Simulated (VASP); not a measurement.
# Rb2CdSe2O6 (R-3m) in VASP: single point with r2SCAN

Aim: the single point of Rb2CdSe2O6 with r2SCAN.

All numbers are computed with VASP 6.6.1; they aren't measurements. Logs are shortened: lines on timing, memory, paths and dates and some standing lists are left out, and cuts for length are marked.

### Step 1. The cell of the first run

It takes space group R-3m (No. 166, trigonal). Conventional cell: a = 5.756 Å, b = 5.756 Å, c = 19.718 Å, α = 90.00°, β = 90.00°, γ = 120.00°. Within 3.9 Å of Rb (site symmetry 3m) lie 9 O at 2.97 to 3.12 Å and 4 Se at 3.48 to 3.83 Å and 3 Rb at 3.53 Å and 1 Cd at 3.88 Å. Within 3.1 Å of Cd (site symmetry -3m) lie 6 O at 2.33 Å. Within 2.3 Å of Se (site symmetry 3m) lie 3 O at 1.70 Å. Within 2.4 Å of O (site symmetry m) lie 1 Se at 1.70 Å and 1 Cd at 2.33 Å.

### Step 2. Single point, r2SCAN

The input, POSCAR:

```
Rb2CdSe2O6
1.0
    2.8782234451      1.6617430808      6.5726214865
   -2.8782234451      1.6617430808      6.5726214865
    0.0000000000     -3.3234861616      6.5726214865
Rb Cd Se O
2 1 2 6
Direct
    0.8032716874      0.8032716874      0.8032716874
    0.1967283126      0.1967283126      0.1967283126
    0.0000000000      0.0000000000      0.0000000000
    0.6268345750      0.6268345750      0.6268345750
    0.3731654250      0.3731654250      0.3731654250
    0.7449463368      0.2811617129      0.7449463368
    0.7449463368      0.7449463368      0.2811617129
    0.2811617129      0.7449463368      0.7449463368
    0.2550536632      0.7188382871      0.2550536632
    0.7188382871      0.2550536632      0.2550536632
    0.2550536632      0.2550536632      0.7188382871
```

The input, INCAR.step1:

```
ALGO = Normal
EDIFF = 1E-4
ENCUT = 520
GGA = PE
ISMEAR = 0
LASPH = T
LCHARG = F
LREAL = F
LWAVE = T
NBANDS = 50
NELM = 100
PREC = Accurate
SIGMA = 0.01
```

The input, INCAR.step2:

```
ALGO = Normal
EDIFF = 1E-7
ENCUT = 520
ISIF = 2
ISMEAR = 0
ISTART = 1
LASPH = T
LCHARG = F
LMIXTAU = T
LREAL = F
LWAVE = F
METAGGA = R2SCAN
NBANDS = 50
NELM = 100
PREC = Accurate
SIGMA = 0.01
```

The input, KPOINTS:

```
k-points
0
Gamma
  6 6 6
```

Potentials or basis: VASP PAW PBE potentials, release 64 (Rb_sv, Cd, Se, O).

Command:

```console
$ cat potpaw_PBE.64/Rb_sv/POTCAR potpaw_PBE.64/Cd/POTCAR potpaw_PBE.64/Se/POTCAR potpaw_PBE.64/O/POTCAR > POTCAR
$ cp INCAR.step1 INCAR
$ mpirun -np 1 vasp_std > vasp.out
$ cp INCAR.step2 INCAR
$ mpirun -np 1 vasp_std > vasp.out
```

OUTCAR:

```text
EDIFF = 1E-7
   ENCUT = 520
   ISIF = 2
   ISMEAR = 0
   ISTART = 1
   LASPH = T
   LREAL = F
   METAGGA = R2SCAN
   NELM = 100
   PREC = Accurate

 ion  position               nearest neighbor table
   1  0.803  0.803  0.803-   7 2.97   6 2.97   8 2.97  10 3.12   9 3.12   9 3.12  10 3.12  11 3.12
                            11 3.12   4 3.48   2 3.53   2 3.53   2 3.53   5 3.83   5 3.83   5 3.83
   2  0.197  0.197  0.197-  11 2.97  10 2.97   9 2.97   8 3.12   6 3.12   8 3.12   6 3.12   7 3.12
                             7 3.12   5 3.48   1 3.53   1 3.53   1 3.53   4 3.83   4 3.83   4 3.83
   3  0.000  0.000  0.000-   7 2.33  11 2.33   8 2.33   9 2.33  10 2.33   6 2.33   1 3.88   2 3.88
                             1 4.28   2 4.28   1 4.28   1 4.28   2 4.28   2 4.28
   4  0.627  0.627  0.627-   7 1.70   6 1.70   8 1.70   1 3.48   2 3.83   2 3.83   2 3.83
   5  0.373  0.373  0.373-  11 1.70  10 1.70   9 1.70   2 3.48   1 3.83   1 3.83   1 3.83
   6  0.745  0.281  0.745-   4 1.70   3 2.33   1 2.97   2 3.12   2 3.12
   7  0.745  0.745  0.281-   4 1.70   3 2.33   1 2.97   2 3.12   2 3.12
   8  0.281  0.745  0.745-   4 1.70   3 2.33   1 2.97   2 3.12   2 3.12
   9  0.255  0.719  0.255-   5 1.70   3 2.33   2 2.97   1 3.12   1 3.12
  10  0.719  0.255  0.255-   5 1.70   3 2.33   2 2.97   1 3.12   1 3.12
  11  0.255  0.255  0.719-   5 1.70   3 2.33   2 2.97   1 3.12   1 3.12

  LATTYP: Found a trigonal (rhomboedric) cell.
 ALAT       =     7.3651146272
 COS(alpha) =     0.6945641658

  Lattice vectors:

 A1 = (   2.8782234451,   1.6617430808,   6.5726214865)
 A2 = (  -2.8782234451,   1.6617430808,   6.5726214865)
 A3 = (   0.0000000000,  -3.3234861616,   6.5726214865)

Analysis of symmetry for initial positions (statically):
=====================================================================
 Subroutine PRICEL returns:
 Original cell was already a primitive cell.

 Routine SETGRP: Setting up the symmetry group for a
 trigonal (rhombohedral) supercell.

 Subroutine GETGRP returns: Found 12 space group operations
 (whereof 12 operations were pure point group operations)
 out of a pool of 12 trial point group operations.

The static configuration has the point symmetry D_3d.

Analysis of symmetry for dynamics (positions and initial velocities):
=====================================================================
 Subroutine PRICEL returns:
 Original cell was already a primitive cell.

 Routine SETGRP: Setting up the symmetry group for a
 trigonal (rhombohedral) supercell.

 Subroutine GETGRP returns: Found 12 space group operations
 (whereof 12 operations were pure point group operations)
 out of a pool of 12 trial point group operations.

The dynamic configuration has the point symmetry D_3d.

 Subroutine INISYM returns: Found 12 space group operations
 (whereof 12 operations are pure point group operations),
 and found     1 'primitive' translations

----------------------------------------------------------------------------------------

                                     Primitive cell

  volume of cell :     188.6159

  direct lattice vectors                    reciprocal lattice vectors
     2.878223445  1.661743081  6.572621487     0.173718271  0.100296290  0.050715431
    -2.878223445  1.661743081  6.572621487    -0.173718271  0.100296290  0.050715431
     0.000000000 -3.323486162  6.572621487     0.000000000 -0.200592581  0.050715431

  length of vectors
     7.365114627  7.365114627  7.365114627     0.206904419  0.206904419  0.206904419

  position of ions in fractional coordinates (direct lattice)
     0.803271687  0.803271687  0.803271687
     0.196728313  0.196728313  0.196728313
     0.000000000  0.000000000  0.000000000
     0.626834575  0.626834575  0.626834575
     0.373165425  0.373165425  0.373165425
     0.744946337  0.281161713  0.744946337
     0.744946337  0.744946337  0.281161713
     0.281161713  0.744946337  0.744946337
     0.255053663  0.718838287  0.255053663
     0.718838287  0.255053663  0.255053663
     0.255053663  0.255053663  0.718838287

  ion indices of the primitive-cell ions
   primitive index   ion index
                 1           1
                 2           2
                 3           3
                 4           4
                 5           5
                 6           6
                 7           7
                 8           8
                 9           9
                10          10
                11          11

----------------------------------------------------------------------------------------

 KPOINTS: k-points

Automatic generation of k-mesh.
 Grid dimensions read from file:
 generate k-points for:    6    6    6

 Generating k-lattice:

  Cartesian coordinates                     Fractional coordinates (reciprocal lattice)
     0.028953045  0.016716048  0.008452572     0.166666667  0.000000000 -0.000000000
    -0.028953045  0.016716048  0.008452572     0.000000000  0.166666667 -0.000000000
     0.000000000 -0.033432097  0.008452572    -0.000000000 -0.000000000  0.166666667

  Length of vectors
     0.034484070  0.034484070  0.034484070

  Shift w.r.t. Gamma in fractional coordinates (k-lattice)
     0.000000000  0.000000000  0.000000000

 Subroutine IBZKPT returns following result:
 ===========================================

 Found     32 irreducible k-points:

 Following reciprocal coordinates:
            Coordinates               Weight
  0.000000  0.000000  0.000000      1.000000
  0.166667  0.000000 -0.000000      6.000000
  0.333333  0.000000  0.000000      6.000000
  0.500000 -0.000000 -0.000000      3.000000
  0.166667  0.166667 -0.000000      6.000000
  0.333333  0.166667  0.000000     12.000000
[... 16 lines left out ...]
  0.500000  0.500000  0.166667      6.000000
 -0.333333  0.500000  0.166667     12.000000
 [... further k-points ...]
   k-points           NKPTS =     32   k-points in BZ     NKDIM =     32   number of bands    NBANDS=     50
   number of dos      NEDOS =    301   number of ions     NIONS =     11
   total plane-waves  NPLWV = 175616
   dimension x,y,z NGX =    56 NGY =   56 NGZ =   56
   dimension x,y,z NGXF=   112 NGYF=  112 NGZF=  112
   ions per type =               2   1   2   6
   NGX,Y,Z   is equivalent  to a cutoff of  12.64, 12.64, 12.64 a.u.
   NGXF,Y,Z  is equivalent  to a cutoff of  25.28, 25.28, 25.28 a.u.
 SYSTEM =  unknown system
   PREC   = accura    normal or accurate (medium, high low for compatibility)
   ISTART =      1    job   : 0-new  1-cont  2-samecut
   ICHARG =      0    charge: 1-file 2-atom 10-const
   ISPIN  =      1    spin polarized calculation?
   LNONCOLLINEAR =      F non collinear calculations
   LSORBIT =      F    spin-orbit coupling
   LASPH  =      T    aspherical Exc in radial PAW
   ENCUT  =  520.0 eV  38.22 Ry    6.18 a.u.  13.69 13.69 13.69*2*pi/ulx,y,z
   NELM   =    100;   NELMIN=  2; NELMDL=  0     # of ELM steps
   EDIFF  = 0.1E-06   stopping-criterion for ELM
   LREAL  =      F    real-space projection
   EDIFFG = 0.1E-05   stopping-criterion for IOM
   NSW    =      0    number of steps for IOM
   IBRION =     -1    ionic relax: 0-MD 1-quasi-New 2-CG
   NFREE  =      0    steps in history (QN), initial steepest desc. (CG)
   ISIF   =      2    stress and relaxation
   ISYM   =      2    0-nonsym 1-usesym 2-fastsym
   POTIM  = 0.5000    time-step for ionic-motion
   TEBEG  =    0.0;   TEEND  =   0.0 temperature during run
   PSTRESS=    0.0 pullay stress
   NELECT =      78.0000    total number of electrons
   NUPDOWN=      -1.0000    fix difference up-down
   EMIN   =  10.00;   EMAX   =-10.00  energy-range for DOS
   EFERMI =   0.00;   METHOD = LEGACY
   ISMEAR =     0;   SIGMA  =   0.01  broadening in eV -4-tet -1-fermi 0-gaus
   EFERMI_NEDOS =   21; number of points for ismear=-14 and -15
   IALGO  =     38    algorithm
   IMIX   =      4    mixing-type and parameters
     AMIX     =   0.40;   BMIX     =  1.00
     AMIX_MAG =   1.60;   BMIX_MAG =  1.00
  volume/ion in A,a.u.               =      17.15       115.71
  Fermi-wavevector in a.u.,A,eV,Ry     =   1.219683  2.304867 20.240387  1.487626
  Thomas-Fermi vector in A             =   2.354927
   LORBIT       =      0    0 simple, 1 ext, 2 COOP (PROOUT), +10 PAW based schemes
   METAGGA = R2SCAN    functional components
   LHFCALC =     F    Hartree Fock is set to
   AEXX    =    0.0000 exact exchange contribution
   IVDW    =     0    specifies the selected vdW correction
   LEPSILON=     F    determine dielectric tensor
   LRPA    =     F    only Hartree local field effects (RPA)
 non-spin polarized calculation
 Gauss-broadening in eV      SIGMA  =   0.01
  energy-cutoff  :      520.00
  volume of cell :      188.62
 maximum number of plane-waves:      5137
   NGX = 27   NGY = 27   NGZ = 27

 number of electron      78.0000004 magnetization

 Free energy of the ion-electron system (eV)
  ---------------------------------------------------
  ext. energy  EPLUGINS =         0.00000000
  ---------------------------------------------------
  free energy    TOTEN  =      -127.95469974 eV

  energy without entropy =     -127.95469974  energy(sigma->0) =     -127.95469974

 E-fermi :   0.2837     XC(G=0):  -9.8830

 val. band max:        0.2138258260   @ k =  -0.3333   0.3333   0.0000
 cond. band min:       4.6559778966   @ k =   0.0000   0.0000   0.0000
 fundamental gap:      4.4421520706
 Fermi energy:         0.2837208086

 k-point     1 :       0.0000    0.0000    0.0000
  band No.  band energies     occupation
      1     -25.1633      2.00000
      2     -24.9938      2.00000
      3     -20.7325      2.00000
      4     -20.5743      2.00000
      5     -18.0078      2.00000
      6     -18.0078      2.00000
[... 42 lines left out ...]
     49      10.0173      0.00000
     50      10.0684      0.00000
[... 1217 lines left out ...]
     49       9.2829      0.00000
     50       9.7650      0.00000

 [... further k-points ...]

------------------------ aborting loop because EDIFF is reached ----------------------------------------

  FORCE on cell =-STRESS in cart. coord.  units (eV):
  Direction    XX          YY          ZZ          XY          YZ          ZX
  --------------------------------------------------------------------------------------
  -------------------------------------------------------------------------------------
  Total        1.1113964      1.1113964      0.6231258      0.0000000      0.0000000     -0.0000000
  in kB        9.4406372      9.4406372      5.2930748      0.0000000      0.0000000     -0.0000000
  external PRESSURE =       8.0581164 kB  Pullay stress =       0.0000000 kB

 VOLUME and BASIS-vectors are now :
 -----------------------------------------------------------------------------
  energy-cutoff  :      520.00
  volume of cell :      188.62
      direct lattice vectors                 reciprocal lattice vectors
     2.878223445  1.661743081  6.572621487     0.173718271  0.100296290  0.050715431
    -2.878223445  1.661743081  6.572621487    -0.173718271  0.100296290  0.050715431
     0.000000000 -3.323486162  6.572621487     0.000000000 -0.200592581  0.050715431

 POSITION                                       TOTAL-FORCE (eV/Angst)
 -----------------------------------------------------------------------------------
      0.00000      0.00000     15.83880        -0.000000     -0.000000      0.003970
      0.00000      0.00000      3.87906        -0.000000     -0.000000     -0.003970
      0.00000      0.00000      0.00000        -0.000000     -0.000000     -0.000000
      0.00000      0.00000     12.35984        -0.000000     -0.000000      0.292347
      0.00000      0.00000      7.35803        -0.000000     -0.000000     -0.292347
      1.33488     -0.77069     11.64047         0.138335     -0.079868     -0.124400
      0.00000      1.54138     11.64047        -0.000000      0.159735     -0.124400
     -1.33488     -0.77069     11.64047        -0.138335     -0.079868     -0.124400
     -1.33488      0.77069      8.07739        -0.138335      0.079868      0.124400
      1.33488      0.77069      8.07739         0.138335      0.079868      0.124400
      0.00000     -1.54138      8.07739        -0.000000     -0.159735      0.124400
 -----------------------------------------------------------------------------------
    total drift:                               -0.000000      0.000000     -0.000000

  FREE ENERGIE OF THE ION-ELECTRON SYSTEM (eV)
  ---------------------------------------------------
  free  energy   TOTEN  =      -127.9546997427 eV

  energy  without entropy=     -127.9546997427  energy(sigma->0) =     -127.95469974
```

Run time: 23 min. Hardware: 1 thread of Intel Xeon Platinum 8559C (Emerald Rapids), shared host; peak memory 0.66 GiB.

Results:

* Free energy: -127.9547 eV
* Pressure: 0.8 GPa
* Largest force: 0.292 eV/Å
* Band gap on the k mesh: 4.44 eV (least direct gap 4.74 eV)

Forces on the atoms (eV/Å):
```
Rb   0.000  0.000  0.004
Rb   0.000  0.000 -0.004
Cd   0.000  0.000  0.000
Se   0.000  0.000  0.292
Se   0.000  0.000 -0.292
O    0.138 -0.080 -0.124
O    0.000  0.160 -0.124
O   -0.138 -0.080 -0.124
O   -0.138  0.080  0.124
O    0.138  0.080  0.124
O    0.000 -0.160  0.124
```

Levels at points of the mesh, in eV from the valence-band top:
```
           k point  band 37  band 38  band 39  band 40  band 41  band 42
(0.00, 0.00, 0.00)    -0.34    -0.34    -0.30     4.44     5.21     5.21
(0.50, 0.00, 0.00)    -0.31    -0.30    -0.03     5.05     5.21     6.05
(0.50, 0.50, 0.00)    -0.26    -0.19    -0.05     4.99     5.37     6.09
(0.50, 0.50, 0.50)    -0.42    -0.33    -0.14     4.73     5.28     5.28
```

Caveat: the PAW data sets were made with another functional, which shifts forces and pressure a little. A k mesh can miss the band edges.
